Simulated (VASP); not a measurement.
# Hg (R-3m) in VASP: further runs

The runs below take Hg through single point, with LDA.

All numbers are computed with VASP 6.6.1; they aren't measurements. Logs are shortened: lines on timing, memory, paths and dates and some standing lists are left out, and cuts for length are marked.

## Step 1: The cell of the first run

Symmetry: R-3m, No. 166, trigonal system. Conventional cell: a = 3.493 Å, b = 3.493 Å, c = 6.444 Å, α = 90.00°, β = 90.00°, γ = 120.00°. Within 3.9 Å of Hg (site symmetry -3m) lie 12 Hg at 2.95 to 3.49 Å.

## Step 2: Single point, LDA

The input, INCAR:

```
SYSTEM = Hg
PREC     = Accurate       ! precision mode
ENCUT    = 520            ! plane-wave cutoff, eV
EDIFF    = 1E-6           ! SCF threshold, eV
ISMEAR   = -1             ! smearing method
SIGMA    = 0.1            ! smearing width, eV
LREAL    = .FALSE.        ! projectors in reciprocal space
LASPH    = .TRUE.         ! aspherical terms in the spheres
NELM     = 80             ! most SCF steps
ALGO     = Normal         ! electronic algorithm
ISIF     = 2              ! what is computed and relaxed
LWAVE    = .FALSE.        ! write WAVECAR
LCHARG   = .TRUE.         ! write CHGCAR
LELF     = .TRUE.         ! ELF
LVHAR    = .TRUE.       
NBANDS   = 12             ! bands
```

The input, KPOINTS:

```
regular mesh
0
G
  19 19 19
  0 0 0
```

The input, POSCAR:

```
Hg
1.0
    1.7463233831      1.0082402753      2.1478810688
   -1.7463233831      1.0082402753      2.1478810688
    0.0000000000     -2.0164805507      2.1478810688
Hg
1
Direct
    0.0000000000      1.0000000000      0.0000000000
```

Potentials or basis: VASP PAW LDA potentials, release 64 (Hg).

On the command line:

```bash
$ cat potpaw_LDA.64/Hg/POTCAR > POTCAR
$ mpirun -np 1 vasp_std > vasp.out
```

OUTCAR:

```text
SYSTEM = Hg
   PREC = Accurate
   ENCUT = 520
   EDIFF = 1E-6
   ISMEAR = -1
   LREAL = .FALSE.
   LASPH = .TRUE.
   NELM = 80
   ISIF = 2

 ion  position               nearest neighbor table
   1  0.000  0.000  0.000-

  LATTYP: Found a trigonal (rhomboedric) cell.
 ALAT       =     2.9461138635
 COS(alpha) =     0.2972832936

  Lattice vectors:

 A1 = (   1.7463233831,   1.0082402753,   2.1478810688)
 A2 = (  -1.7463233831,   1.0082402753,   2.1478810688)
 A3 = (   0.0000000000,  -2.0164805507,   2.1478810688)

Analysis of symmetry for initial positions (statically):
=====================================================================
 Subroutine PRICEL returns:
 Original cell was already a primitive cell.

 Routine SETGRP: Setting up the symmetry group for a
 trigonal (rhombohedral) supercell.

 Subroutine GETGRP returns: Found 12 space group operations
 (whereof 12 operations were pure point group operations)
 out of a pool of 12 trial point group operations.

The static configuration has the point symmetry D_3d.

Analysis of symmetry for dynamics (positions and initial velocities):
=====================================================================
 Subroutine PRICEL returns:
 Original cell was already a primitive cell.

 Routine SETGRP: Setting up the symmetry group for a
 trigonal (rhombohedral) supercell.

 Subroutine GETGRP returns: Found 12 space group operations
 (whereof 12 operations were pure point group operations)
 out of a pool of 12 trial point group operations.

The dynamic configuration has the point symmetry D_3d.

 Subroutine INISYM returns: Found 12 space group operations
 (whereof 12 operations are pure point group operations),
 and found     1 'primitive' translations

----------------------------------------------------------------------------------------

                                     Primitive cell

  volume of cell :      22.6908

  direct lattice vectors                    reciprocal lattice vectors
     1.746323383  1.008240275  2.147881069     0.286315813  0.165304512  0.155191709
    -1.746323383  1.008240275  2.147881069    -0.286315813  0.165304512  0.155191709
     0.000000000 -2.016480551  2.147881069     0.000000000 -0.330609024  0.155191709

  length of vectors
     2.946113864  2.946113864  2.946113864     0.365221567  0.365221567  0.365221567

  position of ions in fractional coordinates (direct lattice)
     0.000000000  0.000000000  0.000000000

  ion indices of the primitive-cell ions
   primitive index   ion index
                 1           1

----------------------------------------------------------------------------------------

 KPOINTS: regular mesh

Automatic generation of k-mesh.
 Grid dimensions read from file:
 generate k-points for:   19   19   19

 Generating k-lattice:

  Cartesian coordinates                     Fractional coordinates (reciprocal lattice)
     0.015069253  0.008700237  0.008167985     0.052631579  0.000000000  0.000000000
    -0.015069253  0.008700237  0.008167985     0.000000000  0.052631579  0.000000000
     0.000000000 -0.017400475  0.008167985    -0.000000000 -0.000000000  0.052631579

  Length of vectors
     0.019222188  0.019222188  0.019222188

  Shift w.r.t. Gamma in fractional coordinates (k-lattice)
     0.000000000  0.000000000  0.000000000

 Subroutine IBZKPT returns following result:
 ===========================================

 Found    670 irreducible k-points:

 Following reciprocal coordinates:
            Coordinates               Weight
  0.000000  0.000000  0.000000      1.000000
  0.052632  0.000000  0.000000      6.000000
  0.105263  0.000000  0.000000      6.000000
  0.157895  0.000000  0.000000      6.000000
  0.210526  0.000000  0.000000      6.000000
  0.263158  0.000000  0.000000      6.000000
[... 16 lines left out ...]
 -0.315789  0.052632  0.000000     12.000000
 -0.263158  0.052632  0.000000     12.000000
 [... further k-points ...]
   k-points           NKPTS =    670   k-points in BZ     NKDIM =    670   number of bands    NBANDS=     12
   number of dos      NEDOS =    301   number of ions     NIONS =      1
   total plane-waves  NPLWV =  13824
   dimension x,y,z NGX =    24 NGY =   24 NGZ =   24
   dimension x,y,z NGXF=    48 NGYF=   48 NGZF=   48
   ions per type =               1
   NGX,Y,Z   is equivalent  to a cutoff of  13.54, 13.54, 13.54 a.u.
   NGXF,Y,Z  is equivalent  to a cutoff of  27.09, 27.09, 27.09 a.u.
 SYSTEM =  Hg
   PREC   = accura    normal or accurate (medium, high low for compatibility)
   ISTART =      0    job   : 0-new  1-cont  2-samecut
   ICHARG =      2    charge: 1-file 2-atom 10-const
   ISPIN  =      1    spin polarized calculation?
   LNONCOLLINEAR =      F non collinear calculations
   LSORBIT =      F    spin-orbit coupling
   LASPH  =      T    aspherical Exc in radial PAW
   ENCUT  =  520.0 eV  38.22 Ry    6.18 a.u.   5.48  5.48  5.48*2*pi/ulx,y,z
   NELM   =     80;   NELMIN=  2; NELMDL= -5     # of ELM steps
   EDIFF  = 0.1E-05   stopping-criterion for ELM
   LREAL  =      F    real-space projection
   EDIFFG = 0.1E-04   stopping-criterion for IOM
   NSW    =      0    number of steps for IOM
   IBRION =     -1    ionic relax: 0-MD 1-quasi-New 2-CG
   NFREE  =      0    steps in history (QN), initial steepest desc. (CG)
   ISIF   =      2    stress and relaxation
   ISYM   =      2    0-nonsym 1-usesym 2-fastsym
   POTIM  = 0.5000    time-step for ionic-motion
   TEBEG  =    0.0;   TEEND  =   0.0 temperature during run
   PSTRESS=    0.0 pullay stress
   NELECT =      12.0000    total number of electrons
   NUPDOWN=      -1.0000    fix difference up-down
   EMIN   =  10.00;   EMAX   =-10.00  energy-range for DOS
   EFERMI =   0.00;   METHOD = LEGACY
   ISMEAR =    -1;   SIGMA  =   0.10  broadening in eV -4-tet -1-fermi 0-gaus
   EFERMI_NEDOS =   21; number of points for ismear=-14 and -15
   IALGO  =     38    algorithm
   IMIX   =      4    mixing-type and parameters
     AMIX     =   0.40;   BMIX     =  1.00
     AMIX_MAG =   1.60;   BMIX_MAG =  1.00
  volume/ion in A,a.u.               =      22.69       153.13
  Fermi-wavevector in a.u.,A,eV,Ry     =   1.323890  2.501789 23.846718  1.752684
  Thomas-Fermi vector in A             =   2.453465
   LORBIT       =      0    0 simple, 1 ext, 2 COOP (PROOUT), +10 PAW based schemes
   GGA     = CA    functional components
   LHFCALC =     F    Hartree Fock is set to
   AEXX    =    0.0000 exact exchange contribution
   IVDW    =     0    specifies the selected vdW correction
   LEPSILON=     F    determine dielectric tensor
   LRPA    =     F    only Hartree local field effects (RPA)
 non-spin polarized calculation
  energy-cutoff  :      520.00
  volume of cell :       22.69
 maximum number of plane-waves:       632
 NGX is ok and might be reduce to    24
   NGX = 11   NGY = 11   NGZ = 11

 number of electron      12.0000003 magnetization

 Free energy of the ion-electron system (eV)
  ---------------------------------------------------
  ext. energy  EPLUGINS =         0.00000000
  ---------------------------------------------------
  free energy    TOTEN  =        -0.96848850 eV

  energy without entropy =       -0.95955606  energy(sigma->0) =       -0.96402228

 E-fermi :   2.9166     XC(G=0): -11.3636

 val. band max:        2.9020635004   @ k =  -0.4211   0.4737   0.0526
 cond. band min:       2.9175692609   @ k =   0.4737   0.1053   0.1053
 fundamental gap:      0.0155057605
 Fermi energy:         2.9166383538

 k-point     1 :       0.0000    0.0000    0.0000
  band No.  band energies     occupation
      1      -6.6761      2.00000
      2      -5.1404      2.00000
      3      -5.1404      2.00000
      4      -3.4591      2.00000
      5      -3.3445      2.00000
      6      -3.3445      2.00000
      7      14.9029      0.00000
      8      15.3182      0.00000
      9      15.3182      0.00000
     10      19.9558      0.00000
     11      21.2914      0.00000
     12      21.2914      0.00000

 k-point     2 :       0.0526    0.0000    0.0000
  band No.  band energies     occupation
      1      -6.6122      2.00000
      2      -5.1358      2.00000
      3      -5.1168      2.00000
      4      -3.4612      2.00000
      5      -3.3565      2.00000
      6      -3.3480      2.00000
      7      14.5039      0.00000
      8      15.0637      0.00000
      9      15.3706      0.00000
     10      20.2914      0.00000
     11      21.2434      0.00000
     12      21.6514      0.00000

 k-point     3 :       0.1053    0.0000    0.0000
  band No.  band energies     occupation
      1      -6.4308      2.00000
      2      -5.1235      2.00000
      3      -5.0389      2.00000
      4      -3.4649      2.00000
      5      -3.3893      2.00000
      6      -3.3574      2.00000
      7      13.0299      0.00000
      8      15.1649      0.00000
      9      15.5147      0.00000
     10      20.5881      0.00000
     11      21.1128      0.00000
     12      22.7690      0.00000
[... 286 lines left out ...]
 k-point    23 :      -0.3158    0.0526    0.0000
  band No.  band energies     occupation
      1      -5.6052      2.00000
      2      -5.0805      2.00000
      3      -3.5867      2.00000
      4      -3.4681      2.00000
      5      -3.3417      2.00000
      6      -2.9647      2.00000
      7       5.7118      0.00000
      8      14.3512      0.00000
      9      16.2269      0.00000
     10      20.7257      0.00000
     11      21.8888      0.00000
     12      22.4461      0.00000

 k-point    24 :      -0.2632    0.0526    0.0000
  band No.  band energies     occupation
      1      -5.6651      2.00000
      2      -5.0751      2.00000
      3      -3.9925      2.00000
      4      -3.4892      2.00000
      5      -3.4527      2.00000
      6      -3.2539      2.00000
      7       7.3956      0.00000
      8      14.2636      0.00000
      9      16.2824      0.00000
     10      20.4963      0.00000
     11      22.2845      0.00000
     12      22.6595      0.00000

 [... further k-points ...]
[... 5 lines left out ...]
  --------------------------------------------------------------------------------------
  -------------------------------------------------------------------------------------
  Total        0.0913864      0.0913864      0.1174850      0.0000000     -0.0000000      0.0000000
  in kB        6.4527041      6.4527041      8.2955020      0.0000000     -0.0000000      0.0000000
  external PRESSURE =       7.0669701 kB  Pullay stress =       0.0000000 kB

 VOLUME and BASIS-vectors are now :
 -----------------------------------------------------------------------------
  energy-cutoff  :      520.00
  volume of cell :       22.69
      direct lattice vectors                 reciprocal lattice vectors
     1.746323383  1.008240275  2.147881069     0.286315813  0.165304512  0.155191709
    -1.746323383  1.008240275  2.147881069    -0.286315813  0.165304512  0.155191709
     0.000000000 -2.016480551  2.147881069     0.000000000 -0.330609024  0.155191709

 POSITION                                       TOTAL-FORCE (eV/Angst)
 -----------------------------------------------------------------------------------
      0.00000      0.00000      0.00000         0.000000      0.000000      0.000000
 -----------------------------------------------------------------------------------
    total drift:                                0.000000     -0.000000      0.000000

  FREE ENERGIE OF THE ION-ELECTRON SYSTEM (eV)
  ---------------------------------------------------
  free  energy   TOTEN  =        -0.9684885005 eV

  energy  without entropy=       -0.9595560564  energy(sigma->0) =       -0.96402228
```

It took 57 s on 1 thread of Intel Xeon Platinum 8375C at 2.90GHz (Ice Lake), shared host; peak memory 0.27 GiB.

What came out:

| Quantity | Value |
| --- | --- |
| Free energy | -0.9685 eV |
| Pressure | 0.7 GPa |
| Band gap on the k mesh | zero (band 6 reaches 4.41 eV, above the bottom of band 7 at 0.94 eV) |

Stress tensor (GPa, compression positive):
```
0.65 0.00 0.00
0.00 0.65 0.00
0.00 0.00 0.83
```

Levels at points of the mesh, in eV from the Fermi level:
```tsv
k point	band 2	band 3	band 4	band 5	band 6	band 7	band 8	band 9	band 10	band 11
(0.00, 0.00, 0.00)	-8.06	-8.06	-6.38	-6.26	-6.26	11.99	12.40	12.40	17.04	18.37
```

Caveat: spin-orbit coupling is left out, which moves the levels of the heavy elements.

## Step 3: Single point, LDA

The input, INCAR:

```
PREC     = Accurate       # precision mode
ENCUT    = 500            # plane-wave cutoff, eV
EDIFF    = 1E-6           # SCF threshold, eV
ISMEAR   = -1             # smearing method
SIGMA    = 0.03           # smearing width, eV
LREAL    = False          # projectors in reciprocal space
LASPH    = True           # aspherical terms in the spheres
NELM     = 120            # most SCF steps
ALGO     = Normal         # electronic algorithm
ISIF     = 2              # what is computed and relaxed
LWAVE    = False          # write WAVECAR
LCHARG   = False          # write CHGCAR
GGA      = CA             # functional
NBANDS   = 16             # bands
GGA_COMPAT= False
```

The input, KPOINTS:

```
Automatic mesh
0
Gamma
  11 11 11
```

The input, POSCAR:

```
Hg
1.0
    1.7463233735      1.0082402698      2.1478810803
   -1.7463233735      1.0082402698      2.1478810803
    0.0000000000     -2.0164805396      2.1478810803
Hg
1
Direct
    0.0000000000      1.0000000000      0.0000000000
```

Potentials or basis: VASP PAW LDA potentials, release 64 (Hg_sv_GW).

On the command line:

```bash
$ cat potpaw_LDA.64/Hg_sv_GW/POTCAR > POTCAR
$ mpirun -np 1 vasp_std > vasp.out
```

OUTCAR:

```text
PREC = Accurate
   ENCUT = 500
   EDIFF = 1E-6
   ISMEAR = -1
   LREAL = False
   LASPH = True
   NELM = 120
   ISIF = 2
   GGA = CA

 ion  position               nearest neighbor table
   1  0.000  0.000  0.000-

  LATTYP: Found a trigonal (rhomboedric) cell.
 ALAT       =     2.9461138643
 COS(alpha) =     0.2972833017

  Lattice vectors:

 A1 = (   1.7463233735,   1.0082402698,   2.1478810803)
 A2 = (  -1.7463233735,   1.0082402698,   2.1478810803)
[... 185 lines left out ...]
      3     -57.0277      2.00000
      4     -57.0277      2.00000
      5      -3.3890      2.00000
      6      -1.8471      2.00000
[... 433 lines left out ...]
      3     -57.0437      2.00000
      4     -57.0269      2.00000
      5      -2.1150      2.00000
      6      -1.5350      2.00000
[... 8 lines left out ...]
     15      24.1170      0.00000
     16      25.6893      0.00000

 [... further k-points ...]
[... 5 lines left out ...]
  --------------------------------------------------------------------------------------
  -------------------------------------------------------------------------------------
  Total       -0.1577114     -0.1577114     -0.1058215      0.0000000     -0.0000000      0.0000000
  in kB      -11.1358502    -11.1358502     -7.4719531      0.0000000     -0.0000000      0.0000000
  external PRESSURE =      -9.9145511 kB  Pullay stress =       0.0000000 kB

 VOLUME and BASIS-vectors are now :
 -----------------------------------------------------------------------------
  energy-cutoff  :      500.00
  volume of cell :       22.69
      direct lattice vectors                 reciprocal lattice vectors
     1.746323374  1.008240270  2.147881080     0.286315815  0.165304513  0.155191708
    -1.746323374  1.008240270  2.147881080    -0.286315815  0.165304513  0.155191708
     0.000000000 -2.016480540  2.147881080     0.000000000 -0.330609026  0.155191708

 POSITION                                       TOTAL-FORCE (eV/Angst)
 -----------------------------------------------------------------------------------
      0.00000      0.00000      0.00000        -0.000000      0.000000      0.000000
 -----------------------------------------------------------------------------------
    total drift:                                0.000000     -0.000000      0.000000

  FREE ENERGIE OF THE ION-ELECTRON SYSTEM (eV)
  ---------------------------------------------------
  free  energy   TOTEN  =        -0.9803327450 eV

  energy  without entropy=       -0.9794351801  energy(sigma->0) =       -0.97988396
```

stdout:

```text
POSCAR found type information on POSCAR Hg
 POSCAR found :  1 types and       1 ions
 scaLAPACK will be used
 LDA part: xc-table for (Slater(with rela. corr.)+CA(PZ))
 , standard interpolation
 POSCAR, INCAR and KPOINTS ok, starting setup
 FFT: planning ... GRIDC
 FFT: planning ... GRID_SOFT
 FFT: planning ... GRID
 WAVECAR not read
 entering main loop
```

Run time: 12 s. Hardware: 1 thread of Intel Xeon 6975P-C (Granite Rapids), shared host; peak memory 0.17 GiB.

Results:

```yaml
Free_energy: -0.9803 eV
Pressure: -1.0 GPa
Band_gap_on_the_k_mesh: zero (band 10 reaches 7.34 eV, above the bottom of band 11 at 4.59 eV)
```

Levels at points of the mesh, in eV from the Fermi level:
```
           k point  band 6  band 7  band 8  band 9  band 10  band 11  band 12  band 13  band 14  band 15
(0.00, 0.00, 0.00)   -7.92   -7.92   -6.23   -6.12    -6.12    11.64    12.30    12.30    17.15    18.49
```

Caveat: spin-orbit coupling is left out, which moves the levels of the heavy elements.

## Step 4: Single point, LDA

The input, INCAR:

```
SYSTEM = Hg
PREC = Accurate ; ENCUT = 500
EDIFF = 1E-6 ; ISMEAR = -1
SIGMA = 0.1 ; LREAL = .FALSE.
LASPH = .TRUE. ; NELM = 120
ALGO = Normal ; ISIF = 2
LWAVE = .FALSE. ; LCHARG = .TRUE.
LELF = .TRUE. ; LVHAR = .TRUE.
NBANDS = 16 ; GGA_COMPAT = .FALSE.
```

The input, KPOINTS:

```
regular mesh
0
G
  12 12 12
  0 0 0
```

POSCAR is that of step 3.

On the command line:

```bash
$ cat potpaw_LDA.64/Hg_sv_GW/POTCAR > POTCAR
$ mpirun -np 1 vasp_std > vasp.out
```

Wall time 16 s (1 thread of Intel Xeon 6975P-C (Granite Rapids), shared host); peak memory 0.19 GiB.

Results (log left out):

| Property | Result |
| --- | --- |
| Free energy | -0.9790 eV |
| Pressure | -1.0 GPa |
| Band gap on the k mesh | zero (band 10 reaches 7.61 eV, above the bottom of band 11 at 3.98 eV) |

Stress tensor (GPa, compression positive):
```
-1.15  0.00  0.00
 0.00 -1.15  0.00
 0.00  0.00 -0.76
```

Levels at points of the mesh, in eV from the Fermi level:
```csv
k point,band 7,band 8,band 9,band 10,band 11,band 12,band 13,band 14
"(0.00, 0.00, 0.00)",-7.97,-6.28,-6.17,-6.17,11.60,12.25,12.25,17.11
"(0.50, 0.00, 0.00)",-6.38,-6.30,-5.97,-2.19,-2.14,12.20,12.68,17.50
"(0.50, 0.50, 0.00)",-6.20,-6.03,-5.31,-0.15,1.06,4.28,9.97,10.67
"(0.50, 0.50, 0.50)",-7.46,-5.40,-5.40,0.17,2.14,8.84,8.84,10.39
```

Caveat: spin-orbit coupling is left out, which moves the levels of the heavy elements.

## Step 5: The runs side by side

| potentials or basis | k mesh | cutoff (eV) | smearing | second run | gap on the mesh (eV) | pressure (GPa) |
| --- | --- | --- | --- | --- | --- | --- |
| VASP PAW LDA potentials, release 64 (Hg) | 19 × 19 × 19 | 520 | fermi-dirac 0.1 eV | - | none | 0.7 |
| VASP PAW LDA potentials, release 64 (Hg_sv_GW) | 11 × 11 × 11 | 500 | fermi-dirac 0.03 eV | valence_matched | none | -1.0 |
| VASP PAW LDA potentials, release 64 (Hg_sv_GW) | 12 × 12 × 12 | 500 | fermi-dirac 0.1 eV | valence_matched | none | -1.0 |

Alike in all rows: task single point; level LDA; no spin polarisation; cell as given.

Caveats: spin-orbit coupling is left out, which moves the levels of the heavy elements.

Total energies depend on the potentials used, so only differences within one code and one set of settings carry meaning.
